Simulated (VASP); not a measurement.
# W (Im-3m) in VASP: a series of runs, part 2 of 2

VASP 6.6.1. Earlier steps stand in the parts before.

### 4 Single point, PBE

File INCAR:

```
SYSTEM = W
PREC = Accurate
ENCUT = 520
EDIFF = 1E-6
ISMEAR = -1
SIGMA = 0.1
LREAL = .FALSE.
LASPH = .TRUE.
NELM = 60
ALGO = Normal
ISIF = 2
LWAVE = .FALSE.
LCHARG = .FALSE.
GGA = PE
NBANDS = 13
```

File KPOINTS:

```
regular mesh
0
G
  14 14 14
  0 0 0
```

File POSCAR:

```
W
1.0
   -1.5921723362      1.5921723362      1.5921723362
    1.5921723362     -1.5921723362      1.5921723362
    1.5921723362      1.5921723362     -1.5921723362
W
1
Direct
    0.0000000000      0.0000000000      0.0000000000
```

Potentials or basis: VASP PAW PBE potentials, release 64 (W_sv).

The run is started by

```sh
$ cat potpaw_PBE.64/W_sv/POTCAR > POTCAR
$ mpirun -np 1 vasp_std > vasp.out
```

OUTCAR:

```text
SYSTEM = W
   PREC = Accurate
   ENCUT = 520
   EDIFF = 1E-6
   ISMEAR = -1
   LREAL = .FALSE.
   LASPH = .TRUE.
   NELM = 60
   ISIF = 2
   GGA = PE

 ion  position               nearest neighbor table
   1  0.000  0.000  0.000-

  LATTYP: Found a body centered cubic cell.
 ALAT       =     3.1843446724

  Lattice vectors:

 A1 = (  -1.5921723362,   1.5921723362,   1.5921723362)
 A2 = (   1.5921723362,  -1.5921723362,   1.5921723362)
 A3 = (   1.5921723362,   1.5921723362,  -1.5921723362)

Analysis of symmetry for initial positions (statically):
=====================================================================
 Subroutine PRICEL returns:
 Original cell was already a primitive cell.

 Routine SETGRP: Setting up the symmetry group for a
 body centered cubic supercell.

 Subroutine GETGRP returns: Found 48 space group operations
 (whereof 48 operations were pure point group operations)
 out of a pool of 48 trial point group operations.

The static configuration has the point symmetry O_h .

Analysis of symmetry for dynamics (positions and initial velocities):
=====================================================================
 Subroutine PRICEL returns:
 Original cell was already a primitive cell.

 Routine SETGRP: Setting up the symmetry group for a
 body centered cubic supercell.

 Subroutine GETGRP returns: Found 48 space group operations
 (whereof 48 operations were pure point group operations)
 out of a pool of 48 trial point group operations.

The dynamic configuration has the point symmetry O_h .

 Subroutine INISYM returns: Found 48 space group operations
 (whereof 48 operations are pure point group operations),
 and found     1 'primitive' translations

----------------------------------------------------------------------------------------

                                     Primitive cell
[... 114 lines left out ...]
   GGA     = PE    functional components
   LHFCALC =     F    Hartree Fock is set to
   AEXX    =    0.0000 exact exchange contribution
   IVDW    =     0    specifies the selected vdW correction
   LEPSILON=     F    determine dielectric tensor
   LRPA    =     F    only Hartree local field effects (RPA)
 non-spin polarized calculation
  energy-cutoff  :      520.00
  volume of cell :       16.14
 maximum number of plane-waves:       466
 NGX is ok and might be reduce to    24
   NGX = 11   NGY = 11   NGZ = 11

 number of electron      14.0000002 magnetization

 Free energy of the ion-electron system (eV)
  ---------------------------------------------------
  ext. energy  EPLUGINS =         0.00000000
  ---------------------------------------------------
  free energy    TOTEN  =       -12.95759121 eV

  energy without entropy =      -12.93880930  energy(sigma->0) =      -12.94820025

 E-fermi :  11.2365     XC(G=0): -13.5381

 val. band max:       11.1936354290   @ k =   0.5000   0.5000   0.2143
 cond. band min:      11.2703622011   @ k =  -0.4286   0.5000   0.2857
 fundamental gap:      0.0767267720
 Fermi energy:        11.2365080505

 k-point     1 :       0.0000    0.0000    0.0000
  band No.  band energies     occupation
      1     -63.0327      2.00000
      2     -26.6205      2.00000
      3     -26.6205      2.00000
      4     -26.6205      2.00000
      5       1.6449      2.00000
      6       9.9787      1.99999
      7       9.9787      1.99999
      8       9.9787      1.99999
      9      13.3963      0.00000
     10      13.3963      0.00000
     11      25.6558      0.00000
     12      25.6558      0.00000
     13      25.6558      0.00000
[... 354 lines left out ...]
  band No.  band energies     occupation
      1     -62.8944      2.00000
      2     -27.5517      2.00000
      3     -27.3670      2.00000
      4     -26.7726      2.00000
      5       6.8198      2.00000
      6       8.2298      2.00000
      7       8.9117      2.00000
      8      13.6112      0.00000
      9      14.1906      0.00000
     10      19.3259      0.00000
     11      21.1696      0.00000
     12      23.2018      0.00000
     13      28.0914      0.00000

 [... further k-points ...]

------------------------ aborting loop because EDIFF is reached ----------------------------------------

  FORCE on cell =-STRESS in cart. coord.  units (eV):
  Direction    XX          YY          ZZ          XY          YZ          ZX
  --------------------------------------------------------------------------------------
  -------------------------------------------------------------------------------------
  Total        0.0501258      0.0501258      0.0501258     -0.0000000     -0.0000000      0.0000000
  in kB        4.9744127      4.9744127      4.9744127     -0.0000000     -0.0000000      0.0000000
  external PRESSURE =       4.9744127 kB  Pullay stress =       0.0000000 kB

 VOLUME and BASIS-vectors are now :
 -----------------------------------------------------------------------------
  energy-cutoff  :      520.00
  volume of cell :       16.14
      direct lattice vectors                 reciprocal lattice vectors
    -1.592172336  1.592172336  1.592172336     0.000000000  0.314036357  0.314036357
     1.592172336 -1.592172336  1.592172336     0.314036357  0.000000000  0.314036357
     1.592172336  1.592172336 -1.592172336     0.314036357  0.314036357  0.000000000

 POSITION                                       TOTAL-FORCE (eV/Angst)
 -----------------------------------------------------------------------------------
      0.00000      0.00000      0.00000        -0.000000     -0.000000      0.000000
 -----------------------------------------------------------------------------------
    total drift:                                0.000000      0.000000     -0.000000

  FREE ENERGIE OF THE ION-ELECTRON SYSTEM (eV)
  ---------------------------------------------------
  free  energy   TOTEN  =       -12.9575912071 eV

  energy  without entropy=      -12.9388092970  energy(sigma->0) =      -12.94820025
```

OSZICAR:

```text
N       E                     dE             d eps       ncg     rms          rms(c)
DAV:   1     0.846438117276E+02    0.84644E+02   -0.76201E+03  2720   0.124E+03
DAV:   2    -0.119198791950E+02   -0.96564E+02   -0.92776E+02  3104   0.317E+02
DAV:   3    -0.135857393058E+02   -0.16659E+01   -0.16614E+01  2924   0.401E+01
DAV:   4    -0.135923943560E+02   -0.66551E-02   -0.66549E-02  3019   0.283E+00
DAV:   5    -0.135924505777E+02   -0.56222E-04   -0.56222E-04  2944   0.245E-01    0.202E+01
DAV:   6    -0.130920213643E+02    0.50043E+00   -0.42401E-01  2799   0.869E+00    0.798E+00
DAV:   7    -0.129616702060E+02    0.13035E+00   -0.22196E-01  2979   0.597E+00    0.692E-01
DAV:   8    -0.129576252278E+02    0.40450E-02   -0.43248E-03  2764   0.852E-01    0.809E-02
DAV:   9    -0.129575970796E+02    0.28148E-04   -0.10722E-04  3049   0.128E-01    0.445E-02
DAV:  10    -0.129575905389E+02    0.65407E-05   -0.13980E-05  2894   0.516E-02    0.603E-03
DAV:  11    -0.129575912071E+02   -0.66828E-06   -0.26947E-07  1887   0.633E-03
   1 F= -.12957591E+02 E0= -.12948200E+02  d E =-.187819E-01
```

It took 16 s on 1 thread of Intel Xeon Platinum 8259CL at 2.50GHz (Skylake/Cascade Lake), shared host; peak memory 0.15 GiB.

Results:

```yaml
Free_energy: -12.9576 eV
Pressure: 0.5 GPa
Band_gap_on_the_k_mesh: zero (band 7 reaches 16.21 eV, above the bottom of band 8 at 9.98 eV)
```

Caveat: spin-orbit coupling is left out, which moves the levels of the heavy elements.
